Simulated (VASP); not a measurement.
SiNi, 4 atoms in the cell. The structure is orthorhombic, space group Pmmn (No. 59). Conventional cell: a = 3.027 Å, b = 3.273 Å, c = 4.698 Å, α = 90.00°, β = 90.00°, γ = 90.00°. Within 3.1 Å of Ni (site symmetry mm2) lie 6 Si at 2.34 to 2.40 Å and 6 Ni at 2.67 to 3.03 Å. Si (site symmetry mm2) has 6 Ni at 2.34 to 2.40 Å and 6 Si at 2.68 to 3.03 Å within 3.1 Å. 

| Quantity | Value |
| --- | --- |
| Program | VASP 6.6.1 |
| Task | single point |
| Functional | PBE |
| Potentials or basis | VASP PAW PBE potentials, release 64 (Ni_sv_GW, Si) |
| Cutoff | 690 eV |
| k mesh | 9 × 9 × 6 |
| Occupations | gaussian, width 0.05 eV |
| Spin | collinear spin, ferromagnetic start |
| Starting moments | [2.0, 2.0, 0.0, 0.0] μB |
| Dipole correction | no |
| Further INCAR settings | ALGO = Normal; EDIFF = 1e-06; NBANDS = 34 |

Potentials or basis: VASP PAW PBE potentials, release 64 (Ni_sv_GW, Si).

Run with:

```console
$ cat potpaw_PBE.64/Ni_sv_GW/POTCAR potpaw_PBE.64/Si/POTCAR > POTCAR
$ mpirun -np 1 vasp_std > vasp.out
```

Hardware: 1 thread of Intel(R) Xeon(R) 6975P-C (Granite Rapids), with other jobs on the host.

Question: Estimate the wall time of this run.

Answer: It took 5 min on 1 thread of Intel(R) Xeon(R) 6975P-C (Granite Rapids), on a shared host, peak memory 0.47 GiB. Counts: scf iterations 14, k points 100.
